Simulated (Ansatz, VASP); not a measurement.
## One calculation of GaCo, two programs

File INCAR:

```
SYSTEM = GaCo
  PREC = Accurate
  ENCUT = 690
  EDIFF = 1E-6
  ISMEAR = -1
  SIGMA = 0.05
  LREAL = .False.
  LASPH = .True.
  NELM = 200
  ALGO = Normal
  ISIF = 2
  LWAVE = .False.
  LCHARG = .False.
  ISPIN = 2
  MAGMOM = 0 1.5
  LORBIT = 11
  NUPDOWN = 1.5
  LMAXMIX = 4
  GGA = PE
  NBANDS = 26
  GGA_COMPAT = .False.
```

The input KPOINTS:

```
regular mesh
0
Gamma
  8 8 8
  0 0 0
```

Contents of POSCAR:

```
GaCo
1.0
    2.8780000000      0.0000000000      0.0000000000
    0.0000000000      2.8780000000      0.0000000000
    0.0000000000      0.0000000000      2.8780000000
Ga Co
1 1
Direct
    0.5000000000      0.5000000000      0.5000000000
    0.0000000000      0.0000000000      0.0000000000
```

Contents of input.yaml:

```yaml
crystal:
  lattice:
    - [2.878, 0.0, 0.0]
    - [0.0, 2.878, 0.0]
    - [0.0, 0.0, 2.878]
  atoms:
    - { symbol: Ga, position: [0.5, 0.5, 0.5] }
    - { symbol: Co, position: [0.0, 0.0, 0.0], spin: 1.5 }
hamiltonian:
  xc: pbe
  pseudopotentials: { kind: paw }
magnetization:
  spin_polarized: true
  initial_magnetization: 1.5
  spin_locking: { lock_magnetization: hard }
kpoints:
  mp_grid: { grid: [8, 8, 8] }
scf:
  occupations: { method: fermi_dirac, width: 0.05 }
  lower_state_search: "off"
output:
  forces: true
  stress: true
  eigenvalues: true
```

Alike in both runs: task single point; functional PBE; k mesh 8 × 8 × 8; occupations fermi-dirac, width 0.05 eV; collinear spin; fixed moment 1.5 μB.

|  | VASP | Ansatz |
| --- | --- | --- |
| version | VASP 6.6.1 | Ansatz 0.2.0 |
| potentials or method | VASP PAW PBE potentials, release 64 (Ga_d, Co_sv) | Ansatz PAW |
| plane-wave cutoff (eV) | 690 | 420 |
| valence electrons in the cell | 30 | 30 |

|  | VASP | Ansatz | Ansatz less VASP |
| --- | --- | --- | --- |
| pressure (GPa) | 9.8 | 10.0 | +0.26 |
| net moment per atom (μB) | 0.75 | 0.75 | 0.000 |
| size of the moment on the site where the two differ most (μB) | 1.38 | 1.42 | +0.040 |

Site moments also hang on the region over which each program counts them. The functional is the same, so the differences come from potentials, cutoffs and numerics.
